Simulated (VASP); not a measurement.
Set up this calculation in VASP 6.6.1, as the native input.

```
Task                   : single point
Functional             : revPBE
Potentials or basis    : VASP PAW PBE potentials, release 64 (Y_sv)
Cutoff                 : 520 eV
k mesh                 : 18 × 18 × 18
Occupations            : fermi-dirac, width 0.1 eV
Spin                   : no spin polarisation
Dipole correction      : no
Further INCAR settings : ALGO = Normal; EDIFF = 1e-07; NBANDS = 12
```

The structure of Y lies in POSCAR:

```
Y
1.0
   -1.9866675707      1.9866675707      1.9866675707
    1.9866675707     -1.9866675707      1.9866675707
    1.9866675707      1.9866675707     -1.9866675707
Y
1
Direct
    0.0000000000      0.0000000000      0.0000000000
```

This isn't the form of Y at room conditions, which is hcp.

One way to write it, as run:

INCAR

```
PREC = Accurate
ENCUT = 520
EDIFF = 1E-7
ISMEAR = -1
SIGMA = 0.1
LREAL = F
LASPH = T
NELM = 100
ALGO = Normal
ISIF = 2
LWAVE = F
LCHARG = F
GGA = RE
NBANDS = 12
```

KPOINTS

```
Automatic mesh
0
Gamma
  18 18 18
```

Potentials or basis: VASP PAW PBE potentials, release 64 (Y_sv).

The run is started by

```bash
$ cat potpaw_PBE.64/Y_sv/POTCAR > POTCAR
$ mpirun -np 1 vasp_std > vasp.out
```

Results of the run:

```json
{
  "Pressure": "3.3 GPa",
  "Band gap on the k mesh": "zero (an odd number of electrons rules out a gap without spin polarisation)"
}
```

Caveat: the cell stands under pressure; the PAW data sets were made with another functional, which shifts forces and pressure a little.

Wall time 40 s on 1 thread of Intel(R) Xeon(R) Platinum 8488C (Sapphire Rapids), with other jobs on the host, peak memory 0.23 GiB.
